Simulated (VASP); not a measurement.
# Ga (P6/mmm) in VASP: notebook

Ga is run at these levels: PBEsol; tasks: single point, relaxation of cell and atoms.

Program: VASP 6.6.1. These are calculated values, not measurements. Logs are shortened: lines on timing, memory, paths and dates and some standing lists are left out, and cuts for length are marked.

## 1. The cell of the first run

Symmetry: P6/mmm, No. 191, hexagonal system. Conventional cell: a = 4.702 Å, b = 4.702 Å, c = 2.821 Å, α = 90.00°, β = 90.00°, γ = 120.00°. Within 3.7 Å of Ga (site symmetry 6/mmm) lie 14 Ga at 2.82 to 3.06 Å. Ga (site symmetry -6m2) has 11 Ga at 2.71 to 3.06 Å within 3.6 Å.

## 2. Single point, PBEsol

File INCAR:

```
PREC = Accurate ; ENCUT = 520
EDIFF = 1E-6 ; ISMEAR = 0
SIGMA = 0.1 ; LREAL = False
LASPH = True ; NELM = 100
ALGO = Normal ; ISIF = 2
LWAVE = False ; LCHARG = False
GGA = PS ; NBANDS = 26
```

File KPOINTS:

```
regular mesh
0
Gamma
  6 6 6
```

File POSCAR:

```
Ga
1.0
    4.7016649139      0.0000000000      0.0000000000
   -2.3508324569      4.0717612555      0.0000000000
    0.0000000000      0.0000000000      2.8212786684
Ga
3
Direct
    0.0000000000      0.0000000000      0.0000000000
    0.3333333333      0.6666666667      0.5000000000
    0.6666666667      0.3333333333      0.5000000000
```

Potentials or basis: VASP PAW PBE potentials, release 64 (Ga_d).

Run with:

```bash
> cat potpaw_PBE.64/Ga_d/POTCAR > POTCAR
> mpirun -np 1 vasp_std > vasp.out
```

OUTCAR:

```text
PREC = Accurate
   ENCUT = 520
   EDIFF = 1E-6
   ISMEAR = 0
   LREAL = False
   LASPH = True
   NELM = 100
   ISIF = 2
   GGA = PS

 ion  position               nearest neighbor table
   1  0.000  0.000  0.000-
   2  0.333  0.667  0.500-   3 2.71   3 2.71   3 2.71
   3  0.667  0.333  0.500-   2 2.71   2 2.71   2 2.71

  LATTYP: Found a hexagonal cell.
 ALAT       =     4.7016649139
 C/A-ratio  =     0.6000594938

  Lattice vectors:

 A1 = (   4.7016649139,   0.0000000000,   0.0000000000)
 A2 = (  -2.3508324569,   4.0717612555,   0.0000000000)
 A3 = (   0.0000000000,   0.0000000000,   2.8212786684)

Analysis of symmetry for initial positions (statically):
=====================================================================
 Subroutine PRICEL returns:
 Original cell was already a primitive cell.

 Routine SETGRP: Setting up the symmetry group for a
 hexagonal supercell.

 Subroutine GETGRP returns: Found 24 space group operations
 (whereof 24 operations were pure point group operations)
 out of a pool of 24 trial point group operations.

The static configuration has the point symmetry D_6h.

Analysis of symmetry for dynamics (positions and initial velocities):
=====================================================================
 Subroutine PRICEL returns:
 Original cell was already a primitive cell.

 Routine SETGRP: Setting up the symmetry group for a
 hexagonal supercell.

 Subroutine GETGRP returns: Found 24 space group operations
 (whereof 24 operations were pure point group operations)
 out of a pool of 24 trial point group operations.

The dynamic configuration has the point symmetry D_6h.

 Subroutine INISYM returns: Found 24 space group operations
 (whereof 24 operations are pure point group operations),
 and found     1 'primitive' translations

----------------------------------------------------------------------------------------

                                     Primitive cell

  volume of cell :      54.0107

  direct lattice vectors                    reciprocal lattice vectors
     4.701664914  0.000000000  0.000000000     0.212690615  0.122796984  0.000000000
    -2.350832457  4.071761256  0.000000000     0.000000000  0.245593967  0.000000000
     0.000000000  0.000000000  2.821278668     0.000000000  0.000000000  0.354449212

  length of vectors
     4.701664914  4.701664914  2.821278668     0.245593967  0.245593967  0.354449212

  position of ions in fractional coordinates (direct lattice)
     0.000000000  0.000000000  0.000000000
     0.333333333  0.666666667  0.500000000
     0.666666667  0.333333333  0.500000000

  ion indices of the primitive-cell ions
   primitive index   ion index
                 1           1
                 2           2
                 3           3

----------------------------------------------------------------------------------------

 KPOINTS: regular mesh

Automatic generation of k-mesh.
 Grid dimensions read from file:
 generate k-points for:    6    6    6

 Generating k-lattice:

  Cartesian coordinates                     Fractional coordinates (reciprocal lattice)
     0.035448436  0.020466164  0.000000000     0.166666667  0.000000000  0.000000000
     0.000000000  0.040932328  0.000000000     0.000000000  0.166666667  0.000000000
     0.000000000  0.000000000  0.059074869     0.000000000  0.000000000  0.166666667

  Length of vectors
     0.040932328  0.040932328  0.059074869

  Shift w.r.t. Gamma in fractional coordinates (k-lattice)
     0.000000000  0.000000000  0.000000000

 Subroutine IBZKPT returns following result:
 ===========================================

 Found     28 irreducible k-points:

 Following reciprocal coordinates:
            Coordinates               Weight
  0.000000  0.000000  0.000000      1.000000
  0.166667 -0.000000  0.000000      6.000000
  0.333333 -0.000000  0.000000      6.000000
  0.500000  0.000000  0.000000      3.000000
  0.166667  0.166667  0.000000      6.000000
  0.333333  0.166667  0.000000     12.000000
[... 16 lines left out ...]
  0.166667 -0.000000  0.500000      6.000000
  0.333333 -0.000000  0.500000      6.000000
 [... further k-points ...]
   k-points           NKPTS =     28   k-points in BZ     NKDIM =     28   number of bands    NBANDS=     26
   number of dos      NEDOS =    301   number of ions     NIONS =      3
   total plane-waves  NPLWV =  31104
   dimension x,y,z NGX =    36 NGY =   36 NGZ =   24
   dimension x,y,z NGXF=    72 NGYF=   72 NGZF=   48
   ions per type =               3
   NGX,Y,Z   is equivalent  to a cutoff of  12.73, 12.73, 14.14 a.u.
   NGXF,Y,Z  is equivalent  to a cutoff of  25.46, 25.46, 28.28 a.u.
 SYSTEM =  unknown system
   PREC   = accura    normal or accurate (medium, high low for compatibility)
   ISTART =      0    job   : 0-new  1-cont  2-samecut
   ICHARG =      2    charge: 1-file 2-atom 10-const
   ISPIN  =      1    spin polarized calculation?
   LNONCOLLINEAR =      F non collinear calculations
   LSORBIT =      F    spin-orbit coupling
   LASPH  =      T    aspherical Exc in radial PAW
   ENCUT  =  520.0 eV  38.22 Ry    6.18 a.u.   8.74  8.74  5.25*2*pi/ulx,y,z
   NELM   =    100;   NELMIN=  2; NELMDL= -5     # of ELM steps
   EDIFF  = 0.1E-05   stopping-criterion for ELM
   LREAL  =      F    real-space projection
   EDIFFG = 0.1E-04   stopping-criterion for IOM
   NSW    =      0    number of steps for IOM
   IBRION =     -1    ionic relax: 0-MD 1-quasi-New 2-CG
   NFREE  =      0    steps in history (QN), initial steepest desc. (CG)
   ISIF   =      2    stress and relaxation
   ISYM   =      2    0-nonsym 1-usesym 2-fastsym
   POTIM  = 0.5000    time-step for ionic-motion
   TEBEG  =    0.0;   TEEND  =   0.0 temperature during run
   PSTRESS=    0.0 pullay stress
   NELECT =      39.0000    total number of electrons
   NUPDOWN=      -1.0000    fix difference up-down
   EMIN   =  10.00;   EMAX   =-10.00  energy-range for DOS
   EFERMI =   0.00;   METHOD = LEGACY
   ISMEAR =     0;   SIGMA  =   0.10  broadening in eV -4-tet -1-fermi 0-gaus
   EFERMI_NEDOS =   21; number of points for ismear=-14 and -15
   IALGO  =     38    algorithm
   IMIX   =      4    mixing-type and parameters
     AMIX     =   0.40;   BMIX     =  1.00
     AMIX_MAG =   1.60;   BMIX_MAG =  1.00
  volume/ion in A,a.u.               =      18.00       121.49
  Fermi-wavevector in a.u.,A,eV,Ry     =   1.468711  2.775462 29.349295  2.157112
  Thomas-Fermi vector in A             =   2.584176
   LORBIT       =      0    0 simple, 1 ext, 2 COOP (PROOUT), +10 PAW based schemes
   GGA     = PS    functional components
   LHFCALC =     F    Hartree Fock is set to
   AEXX    =    0.0000 exact exchange contribution
   IVDW    =     0    specifies the selected vdW correction
   LEPSILON=     F    determine dielectric tensor
   LRPA    =     F    only Hartree local field effects (RPA)
 non-spin polarized calculation
 Gauss-broadening in eV      SIGMA  =   0.10
  energy-cutoff  :      520.00
  volume of cell :       54.01
 maximum number of plane-waves:      1474
 NGX is ok and might be reduce to    36
   NGX = 17   NGY = 17   NGZ = 11

 number of electron      39.0000040 magnetization

 Free energy of the ion-electron system (eV)
  ---------------------------------------------------
  ext. energy  EPLUGINS =         0.00000000
  ---------------------------------------------------
  free energy    TOTEN  =       -10.00372631 eV

  energy without entropy =      -10.00168090  energy(sigma->0) =      -10.00270360

 E-fermi :   5.8546     XC(G=0): -11.3835

 val. band max:        5.6749997300   @ k =   0.1667  -0.0000   0.1667
 cond. band min:       5.8950793969   @ k =   0.3333  -0.0000   0.5000
 fundamental gap:      0.2200796670
 Fermi energy:         5.8546200806

 k-point     1 :       0.0000    0.0000    0.0000
  band No.  band energies     occupation
      1      -9.2655      2.00000
      2      -9.0911      2.00000
      3      -9.0767      2.00000
      4      -9.0512      2.00000
      5      -9.0512      2.00000
      6      -8.9636      2.00000
[... 18 lines left out ...]
     25      18.8735      0.00000
     26      18.8849      0.00000

 k-point     2 :       0.1667   -0.0000    0.0000
  band No.  band energies     occupation
      1      -9.2531      2.00000
      2      -9.1161      2.00000
      3      -9.0986      2.00000
      4      -9.0882      2.00000
      5      -9.0609      2.00000
      6      -8.9938      2.00000
[... 18 lines left out ...]
     25      16.7985      0.00000
     26      17.4813      0.00000

 k-point     3 :       0.3333   -0.0000    0.0000
  band No.  band energies     occupation
      1      -9.2237      2.00000
      2      -9.1785      2.00000
      3      -9.1294      2.00000
      4      -9.1235      2.00000
      5      -9.0785      2.00000
      6      -9.0082      2.00000
[... 18 lines left out ...]
     25      14.4102      0.00000
     26      16.5879      0.00000

 k-point     4 :       0.5000    0.0000    0.0000
  band No.  band energies     occupation
      1      -9.2143      2.00000
      2      -9.1930      2.00000
      3      -9.1439      2.00000
      4      -9.1435      2.00000
      5      -9.0837      2.00000
      6      -9.0145      2.00000
[... 18 lines left out ...]
     25      14.8406      0.00000
     26      14.8623      0.00000
[... 496 lines left out ...]
      1      -9.1948      2.00000
      2      -9.1948      2.00000
      3      -9.1378      2.00000
      4      -9.1378      2.00000
      5      -9.0283      2.00000
      6      -9.0283      2.00000
[... 18 lines left out ...]
     25       8.8748      0.00000
     26       9.8618      0.00000

 k-point    23 :       0.1667   -0.0000    0.5000
  band No.  band energies     occupation
      1      -9.1835      2.00000
      2      -9.1701      2.00000
      3      -9.1660      2.00000
      4      -9.1484      2.00000
      5      -9.0210      2.00000
      6      -9.0116      2.00000
[... 18 lines left out ...]
     25      10.2954      0.00000
     26      10.8719      0.00000

 k-point    24 :       0.3333   -0.0000    0.5000
  band No.  band energies     occupation
      1      -9.1667      2.00000
      2      -9.1657      2.00000
      3      -9.1553      2.00000
      4      -9.1257      2.00000
      5      -9.0454      2.00000
      6      -9.0324      2.00000
[... 18 lines left out ...]
     25      12.3299      0.00000
     26      12.9263      0.00000

 [... further k-points ...]
[... 5 lines left out ...]
  --------------------------------------------------------------------------------------
  -------------------------------------------------------------------------------------
  Total        0.0346691      0.0346691      0.0467870      0.0000000      0.0000000      0.0000000
  in kB        1.0284265      1.0284265      1.3878937      0.0000000      0.0000000      0.0000000
  external PRESSURE =       1.1482489 kB  Pullay stress =       0.0000000 kB

 VOLUME and BASIS-vectors are now :
 -----------------------------------------------------------------------------
  energy-cutoff  :      520.00
  volume of cell :       54.01
      direct lattice vectors                 reciprocal lattice vectors
     4.701664914  0.000000000  0.000000000     0.212690615  0.122796984  0.000000000
    -2.350832457  4.071761256  0.000000000     0.000000000  0.245593967  0.000000000
     0.000000000  0.000000000  2.821278668     0.000000000  0.000000000  0.354449212

 POSITION                                       TOTAL-FORCE (eV/Angst)
 -----------------------------------------------------------------------------------
      0.00000      0.00000      0.00000        -0.000000      0.000000      0.000000
     -0.00000      2.71451      1.41064         0.000000     -0.000000     -0.000000
      2.35083      1.35725      1.41064        -0.000000      0.000000      0.000000
 -----------------------------------------------------------------------------------
    total drift:                                0.000000      0.000000     -0.000000

  FREE ENERGIE OF THE ION-ELECTRON SYSTEM (eV)
  ---------------------------------------------------
  free  energy   TOTEN  =       -10.0037263054 eV

  energy  without entropy=      -10.0016809010  energy(sigma->0) =      -10.00270360
```

It took 27 s on 1 thread of Intel Xeon Platinum 8259CL at 2.50GHz (Skylake/Cascade Lake), shared host; peak memory 0.18 GiB.

Results:

```yaml
Free_energy: -10.0037 eV
Pressure: 0.1 GPa
```

Caveat: the k points lie up to 0.37 Å⁻¹ apart; the PAW data sets were made with another functional, which shifts forces and pressure a little.

## 3. Relaxation of cell and atoms, PBEsol

This run uses another cell than the first one, of 22.28 Å³/atom, 1.238 times its volume.

File INCAR:

```
SYSTEM = Ga
PREC     = Accurate       ! precision mode
ENCUT    = 600            ! plane-wave cutoff, eV
EDIFF    = 1E-7           ! SCF threshold, eV
ISMEAR   = 0              ! smearing method
SIGMA    = 0.1            ! smearing width, eV
LREAL    = .False.        ! projectors in reciprocal space
LASPH    = .True.         ! aspherical terms in the spheres
NELM     = 100            ! most SCF steps
ALGO     = Normal         ! electronic algorithm
ISIF     = 3              ! what is computed and relaxed
LWAVE    = .False.        ! write WAVECAR
LCHARG   = .False.        ! write CHGCAR
GGA      = PS             ! functional
IBRION   = 2              ! ionic algorithm
NSW      = 90             ! ionic steps
EDIFFG   = -0.04          ! ionic threshold
```

File KPOINTS:

```
regular mesh
0
Gamma
  6 6 6
  0 0 0
```

File POSCAR:

```
Ga
1.0
    5.0119312364      0.0000000000      0.0000000000
   -2.5059656182      4.3404597727      0.0000000000
    0.0000000000      0.0000000000      3.0725317580
Ga
3
Direct
    0.0000000000      0.0000000000      0.0000000000
    0.3333333333      0.6666666667      0.5000000000
    0.6666666667      0.3333333333      0.5000000000
```

Potentials or basis: VASP PAW PBE potentials, release 64 (Ga_d).

Run with:

```bash
> cat potpaw_PBE.64/Ga_d/POTCAR > POTCAR
> mpirun -np 1 vasp_std > vasp.out
```

Run time: 3.2 min. Hardware: 1 thread of Intel Xeon Platinum 8259CL at 2.50GHz (Skylake/Cascade Lake), shared host; peak memory 0.23 GiB.

The run converged. Its results:

```
Free energy                            : -10.0071 eV
Relaxed volume                         : 17.95 Å³/atom
Relaxed cell                           : a = 4.697 Å, b = 4.697 Å, c = 2.819 Å, α = 90.00°, β = 90.00°, γ = 120.00°
Space group after relaxing (to 0.05 Å) : P6/mmm (No. 191)
Energy gained by relaxing              : 127.6 meV/atom
Ionic steps                            : 6
Pressure after relaxing                : 0.2 GPa
```

The path:
```csv
step,energy change (eV),largest force (eV/Å),pressure (GPa),volume (Å³)
1,0.0000,0.0000,-7.52,66.84
2,-0.3477,0.0000,-3.11,57.22
3,-0.3811,0.0000,-0.05,54.11
4,-0.3811,0.0000,0.26,53.87
5,-0.3828,0.0000,0.23,53.86
6,-0.3829,0.0000,0.23,53.86
```

Final structure:
```
Ga
1.0
     4.69693    0.00000    0.00000
    -2.34847    4.06766    0.00000
     0.00000    0.00000    2.81904
Ga
3
Direct
  0.00000 0.00000 0.00000
  0.33333 0.66667 0.50000
  0.66667 0.33333 0.50000
```

Levels at points of the mesh, in eV from the Fermi level:
| k point | band 17 | band 18 | band 19 | band 20 | band 21 | band 22 |
| --- | --- | --- | --- | --- | --- | --- |
| (0.00, 0.00, 0.00) | -3.05 | -2.87 | -1.57 | -1.57 | -1.44 | -1.44 |
| (0.50, 0.00, 0.00) | -9.10 | -4.66 | -4.07 | 4.21 | 4.36 | 5.37 |
| (0.00, 0.00, 0.50) | -6.05 | 1.46 | 1.52 | 1.52 | 1.62 | 1.76 |
| (0.50, 0.00, 0.50) | -4.59 | -3.88 | -3.49 | -0.19 | 0.10 | 0.16 |

Caveat: the volume moved by over 15 % at a fixed basis, so the end points are rough; the PAW data sets were made with another functional, which shifts forces and pressure a little.
